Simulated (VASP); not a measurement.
# Na2S (Fm-3m) in VASP: notebook, part 2 of 3

VASP 6.6.1.

**4. Relaxation of cell and atoms, r2SCAN**

The input, POSCAR:

```
Na2S
1.0
    0.0000000000      3.2840056473      3.2840056473
    3.2840056473      0.0000000000      3.2840056473
    3.2840056473      3.2840056473      0.0000000000
Na S
2 1
Direct
    0.2500000000      0.2500000000      0.2500000000
    0.7500000000      0.7500000000      0.7500000000
    0.0000000000      0.0000000000      0.0000000000
```

The input, INCAR.step1:

```
ALGO = Normal
EDIFF = 1E-5
EDIFFG = -0.005
ENCUT = 550
GGA = PE
GGA_COMPAT = F
IBRION = 2
ISIF = 3
ISMEAR = -1
LASPH = T
LCHARG = F
LREAL = F
LWAVE = T
NELM = 120
NELMIN = 4
NSW = 100
PREC = Accurate
SIGMA = 0.02
```

The input, INCAR.step2:

```
ALGO = Normal
EDIFF = 1E-7
EDIFFG = -0.005
ENCUT = 550
GGA_COMPAT = F
IBRION = 2
ISIF = 3
ISMEAR = -1
ISTART = 1
LASPH = T
LCHARG = F
LMIXTAU = T
LREAL = F
LWAVE = F
METAGGA = R2SCAN
NELM = 120
NELMIN = 4
NSW = 80
PREC = Accurate
SIGMA = 0.02
```

The input, KPOINTS:

```
k-points
0
Gamma
  6 6 6
```

Potentials or basis: VASP PAW PBE potentials, release 64 (Na_pv, S).

Run with:

```
cat potpaw_PBE.64/Na_pv/POTCAR potpaw_PBE.64/S/POTCAR > POTCAR
cp INCAR.step1 INCAR
mpirun -np 1 vasp_std > vasp.out
cp INCAR.step2 INCAR
mpirun -np 1 vasp_std > vasp.out
```

OUTCAR:

```text
EDIFF = 1E-7
   EDIFFG = -0.005
   ENCUT = 550
   IBRION = 2
   ISIF = 3
   ISMEAR = -1
   ISTART = 1
   LASPH = T
   LREAL = F
   METAGGA = R2SCAN
   NELM = 120
   NELMIN = 4
   NSW = 80
   PREC = Accurate

 ion  position               nearest neighbor table
   1  0.250  0.250  0.250-
   2  0.750  0.750  0.750-
   3  0.000  0.000  0.000-

  LATTYP: Found a face centered cubic cell.
 ALAT       =     6.5680112946

  Lattice vectors:

 A1 = (   0.0000000000,   3.2840056473,   3.2840056473)
 A2 = (   3.2840056473,   0.0000000000,   3.2840056473)
 A3 = (   3.2840056473,   3.2840056473,   0.0000000000)

Analysis of symmetry for initial positions (statically):
=====================================================================
 Subroutine PRICEL returns:
 Original cell was already a primitive cell.

 Routine SETGRP: Setting up the symmetry group for a
 face centered cubic supercell.

 Subroutine GETGRP returns: Found 48 space group operations
 (whereof 48 operations were pure point group operations)
 out of a pool of 48 trial point group operations.

The static configuration has the point symmetry O_h .

Analysis of symmetry for dynamics (positions and initial velocities):
=====================================================================
 Subroutine PRICEL returns:
 Original cell was already a primitive cell.

 Routine SETGRP: Setting up the symmetry group for a
 face centered cubic supercell.

 Subroutine GETGRP returns: Found 48 space group operations
 (whereof 48 operations were pure point group operations)
 out of a pool of 48 trial point group operations.

The dynamic configuration has the point symmetry O_h .

 Subroutine INISYM returns: Found 48 space group operations
 (whereof 48 operations are pure point group operations),
 and found     1 'primitive' translations

----------------------------------------------------------------------------------------

                                     Primitive cell

  volume of cell :      70.8340

  direct lattice vectors                    reciprocal lattice vectors
     0.000000000  3.284005647  3.284005647    -0.152253088  0.152253088  0.152253088
     3.284005647  0.000000000  3.284005647     0.152253088 -0.152253088  0.152253088
     3.284005647  3.284005647  0.000000000     0.152253088  0.152253088 -0.152253088

  length of vectors
     4.644285325  4.644285325  4.644285325     0.263710084  0.263710084  0.263710084

  position of ions in fractional coordinates (direct lattice)
     0.250000000  0.250000000  0.250000000
     0.750000000  0.750000000  0.750000000
     0.000000000  0.000000000  0.000000000

  ion indices of the primitive-cell ions
   primitive index   ion index
                 1           1
                 2           2
                 3           3

----------------------------------------------------------------------------------------

 KPOINTS: k-points

Automatic generation of k-mesh.
 Grid dimensions read from file:
 generate k-points for:    6    6    6

 Generating k-lattice:

  Cartesian coordinates                     Fractional coordinates (reciprocal lattice)
    -0.025375515  0.025375515  0.025375515     0.166666667  0.000000000  0.000000000
     0.025375515 -0.025375515  0.025375515     0.000000000  0.166666667  0.000000000
     0.025375515  0.025375515 -0.025375515     0.000000000  0.000000000  0.166666667

  Length of vectors
     0.043951681  0.043951681  0.043951681

  Shift w.r.t. Gamma in fractional coordinates (k-lattice)
     0.000000000  0.000000000  0.000000000

 Subroutine IBZKPT returns following result:
 ===========================================

 Found     16 irreducible k-points:

 Following reciprocal coordinates:
            Coordinates               Weight
  0.000000  0.000000  0.000000      1.000000
  0.166667  0.000000  0.000000      8.000000
  0.333333  0.000000  0.000000      8.000000
  0.500000  0.000000  0.000000      4.000000
  0.166667  0.166667  0.000000      6.000000
  0.333333  0.166667  0.000000     24.000000
[... 8 lines left out ...]
 -0.333333  0.333333  0.166667     24.000000
 -0.333333  0.500000  0.166667     12.000000
   k-points           NKPTS =     16   k-points in BZ     NKDIM =     16   number of bands    NBANDS=     14
   number of dos      NEDOS =    301   number of ions     NIONS =      3
   total plane-waves  NPLWV =  46656
   dimension x,y,z NGX =    36 NGY =   36 NGZ =   36
   dimension x,y,z NGXF=    72 NGYF=   72 NGZF=   72
   ions per type =               2   1
   NGX,Y,Z   is equivalent  to a cutoff of  12.89, 12.89, 12.89 a.u.
   NGXF,Y,Z  is equivalent  to a cutoff of  25.77, 25.77, 25.77 a.u.
 SYSTEM =  unknown system
   PREC   = accura    normal or accurate (medium, high low for compatibility)
   ISTART =      1    job   : 0-new  1-cont  2-samecut
   ICHARG =      0    charge: 1-file 2-atom 10-const
   ISPIN  =      1    spin polarized calculation?
   LNONCOLLINEAR =      F non collinear calculations
   LSORBIT =      F    spin-orbit coupling
   LASPH  =      T    aspherical Exc in radial PAW
   ENCUT  =  550.0 eV  40.42 Ry    6.36 a.u.   8.88  8.88  8.88*2*pi/ulx,y,z
   NELM   =    120;   NELMIN=  4; NELMDL=  0     # of ELM steps
   EDIFF  = 0.1E-06   stopping-criterion for ELM
   LREAL  =      F    real-space projection
   EDIFFG = -.5E-02   stopping-criterion for IOM
   NSW    =     80    number of steps for IOM
   IBRION =      2    ionic relax: 0-MD 1-quasi-New 2-CG
   NFREE  =      1    steps in history (QN), initial steepest desc. (CG)
   ISIF   =      3    stress and relaxation
   ISYM   =      2    0-nonsym 1-usesym 2-fastsym
   POTIM  = 0.5000    time-step for ionic-motion
   TEBEG  =    0.0;   TEEND  =   0.0 temperature during run
   PSTRESS=    0.0 pullay stress
   NELECT =      20.0000    total number of electrons
   NUPDOWN=      -1.0000    fix difference up-down
   EMIN   =  10.00;   EMAX   =-10.00  energy-range for DOS
   EFERMI =   0.00;   METHOD = LEGACY
   ISMEAR =    -1;   SIGMA  =   0.02  broadening in eV -4-tet -1-fermi 0-gaus
   EFERMI_NEDOS =   21; number of points for ismear=-14 and -15
   IALGO  =     38    algorithm
   IMIX   =      4    mixing-type and parameters
     AMIX     =   0.40;   BMIX     =  1.00
     AMIX_MAG =   1.60;   BMIX_MAG =  1.00
  volume/ion in A,a.u.               =      23.61       159.34
  Fermi-wavevector in a.u.,A,eV,Ry     =   1.074000  2.029566 15.693993  1.153476
  Thomas-Fermi vector in A             =   2.209816
   LORBIT       =      0    0 simple, 1 ext, 2 COOP (PROOUT), +10 PAW based schemes
   METAGGA = R2SCAN    functional components
   LHFCALC =     F    Hartree Fock is set to
   AEXX    =    0.0000 exact exchange contribution
   IVDW    =     0    specifies the selected vdW correction
   LEPSILON=     F    determine dielectric tensor
   LRPA    =     F    only Hartree local field effects (RPA)
 conjugate gradient relaxation of ions
 non-spin polarized calculation
  energy-cutoff  :      550.00
  volume of cell :       70.83
 maximum number of plane-waves:      2090
   NGX = 17   NGY = 17   NGZ = 17

--------------------------------------- Ionic step        1  -------------------------------------------

 number of electron      19.9999995 magnetization

 Free energy of the ion-electron system (eV)
  ---------------------------------------------------
  ext. energy  EPLUGINS =         0.00000000
  ---------------------------------------------------
  free energy    TOTEN  =       -18.96098286 eV

  energy without entropy =      -18.96098286  energy(sigma->0) =      -18.96098286

------------------------ aborting loop because EDIFF is reached ----------------------------------------

  FORCE on cell =-STRESS in cart. coord.  units (eV):
  Direction    XX          YY          ZZ          XY          YZ          ZX
  --------------------------------------------------------------------------------------
  -------------------------------------------------------------------------------------
  Total       -0.3965783     -0.3965783     -0.3965783      0.0000000      0.0000000      0.0000000
  in kB       -8.9701119     -8.9701119     -8.9701119      0.0000000      0.0000000      0.0000000
  external PRESSURE =      -8.9701119 kB  Pullay stress =       0.0000000 kB
[... 133 lines left out ...]
  energy  without entropy=      -18.9675717246  energy(sigma->0) =      -18.96757172

--------------------------------------- Ionic step        5  -------------------------------------------

 number of electron      19.9999984 magnetization

 Free energy of the ion-electron system (eV)
  ---------------------------------------------------
  ext. energy  EPLUGINS =         0.00000000
  ---------------------------------------------------
  free energy    TOTEN  =       -18.96760637 eV

  energy without entropy =      -18.96760637  energy(sigma->0) =      -18.96760637

 E-fermi :   0.3989     XC(G=0):  -8.3296

 val. band max:       -0.0642474872   @ k =   0.0000   0.0000   0.0000
 cond. band min:       3.0563498221   @ k =   0.0000   0.0000   0.0000
 fundamental gap:      3.1205973093
 Fermi energy:         0.3989283897

 k-point     1 :       0.0000    0.0000    0.0000
  band No.  band energies     occupation
      1     -23.0832      2.00000
      2     -23.0832      2.00000
      3     -23.0832      2.00000
      4     -23.0307      2.00000
      5     -23.0307      2.00000
      6     -23.0307      2.00000
      7     -10.6442      2.00000
      8      -0.0643      2.00000
      9      -0.0642      2.00000
     10      -0.0642      2.00000
     11       3.0563      0.00000
     12       8.4114      0.00000
     13       8.4114      0.00000
     14       8.4115      0.00000
[... 283 lines left out ...]
  FREE ENERGIE OF THE ION-ELECTRON SYSTEM (eV)
  ---------------------------------------------------
  free  energy   TOTEN  =       -18.9676063652 eV

  energy  without entropy=      -18.9676063652  energy(sigma->0) =      -18.96760637

 reached required accuracy - stopping structural energy minimisation
```

It took 3 min on 1 thread of Intel Xeon Platinum 8488C (Sapphire Rapids), shared host; peak memory 0.21 GiB.

Results:

```yaml
Free_energy: -18.9676 eV
Relaxed_volume: 22.95 Å³/atom
Relaxed_cell: a = 4.600 Å, b = 4.600 Å, c = 4.600 Å, α = 60.00°, β = 60.00°, γ = 60.00°
Space_group_after_relaxing_to_0.1_Å: Fm-3m (No. 225)
Energy_gained_by_relaxing: 2.2 meV/atom
Ionic_steps: 5
Pressure_after_relaxing: 0.0 GPa
Band_gap_on_the_k_mesh: 3.12 eV
```

The path:
```csv
step,energy change (eV),largest force (eV/Å),pressure (GPa),volume (Å³)
1,0.0000,0.0000,-0.90,70.83
2,-0.0057,0.0000,-0.30,69.49
3,-0.0063,0.0000,-0.15,69.15
4,-0.0066,0.0000,0.18,68.47
5,-0.0066,0.0000,0.02,68.85
```

Final structure:
```xyz
3
Lattice="0.0000 3.2530 3.2530 3.2530 0.0000 3.2530 3.2530 3.2530 0.0000" Properties=species:S:1:pos:R:3 pbc="T T T"
Na    1.6265    1.6265    1.6265
Na    4.8795    4.8795    4.8795
S     0.0000    0.0000    0.0000
```

Levels at points of the mesh, in eV from the valence-band top:
| k point | band 6 | band 7 | band 8 | band 9 | band 10 | band 11 | band 12 | band 13 | band 14 |
| --- | --- | --- | --- | --- | --- | --- | --- | --- | --- |
| (0.00, 0.00, 0.00) | -22.97 | -10.58 | 0.00 | 0.00 | 0.00 | 3.12 | 8.48 | 8.48 | 8.48 |
| (0.50, 0.00, 0.00) | -22.99 | -10.32 | -1.63 | -0.13 | -0.13 | 5.58 | 6.99 | 7.70 | 7.70 |
| (0.50, 0.50, 0.00) | -22.95 | -10.24 | -1.44 | -0.45 | -0.45 | 4.20 | 6.78 | 9.45 | 10.63 |

Caveat: the PAW data sets were made with another functional, which shifts forces and pressure a little. r2SCAN opens gaps a little over a GGA but as a rule still falls short of measured ones.

**5. Single point, HSE06**

This run uses another cell than the first one, of 23.10 Å³/atom.

The input, POSCAR:

```
Na2S
1.0
    0.0000000000      3.2600750463      3.2600750463
    3.2600750463      0.0000000000      3.2600750463
    3.2600750463      3.2600750463      0.0000000000
Na S
2 1
Direct
    0.2500000000      0.2500000000      0.2500000000
    0.7500000000      0.7500000000      0.7500000000
    0.0000000000      0.0000000000      0.0000000000
```

The input, INCAR.step1:

```
PREC = Accurate
ENCUT = 400
EDIFF = 1E-5
ISMEAR = -1
SIGMA = 0.02
LREAL = False
LASPH = True
NELM = 120
ALGO = Normal
ISIF = 2
LWAVE = True
LCHARG = False
NBANDS = 17
GGA = PE
GGA_COMPAT = False
```

The input, INCAR.step2:

```
PREC = Accurate
ENCUT = 400
EDIFF = 1E-6
ISMEAR = -1
SIGMA = 0.02
LREAL = False
LASPH = True
NELM = 120
ALGO = Normal
ISIF = 2
LWAVE = False
LCHARG = False
GGA = PE
LHFCALC = True
HFSCREEN = 0.2079
PRECFOCK = Normal
NBANDS = 17
ISTART = 1
GGA_COMPAT = False
```

The input, KPOINTS:

```
Automatic mesh
0
Gamma
  4 4 4
```

Run with:

```
cat potpaw_PBE.64/Na_pv/POTCAR potpaw_PBE.64/S/POTCAR > POTCAR
cp INCAR.step1 INCAR
mpirun -np 1 vasp_std > vasp.out
cp INCAR.step2 INCAR
mpirun -np 1 vasp_std > vasp.out
```

Run time: 4.2 min. Hardware: 1 thread of Intel Xeon Platinum 8488C (Sapphire Rapids), shared host; peak memory 0.26 GiB.

Results (log left out):

```
Free energy            : -11.5011 eV
Pressure               : -0.1 GPa
Band gap on the k mesh : 3.50 eV
```

Levels at points of the mesh, in eV from the valence-band top:
```
           k point  band 6  band 7  band 8  band 9  band 10  band 11  band 12  band 13  band 14  band 15
(0.00, 0.00, 0.00)  -24.49  -11.21    0.00    0.00     0.00     3.50     8.95     8.95     8.95    10.61
(0.50, 0.00, 0.00)  -24.51  -10.93   -1.77   -0.15    -0.15     5.93     7.59     8.28     8.28    12.60
(0.50, 0.50, 0.00)  -24.47  -10.84   -1.59   -0.51    -0.51     4.78     7.16     9.88    11.12    11.12
```

Caveat: the PAW data sets were made with another functional, which shifts forces and pressure a little.

[end of part 2 of 3]
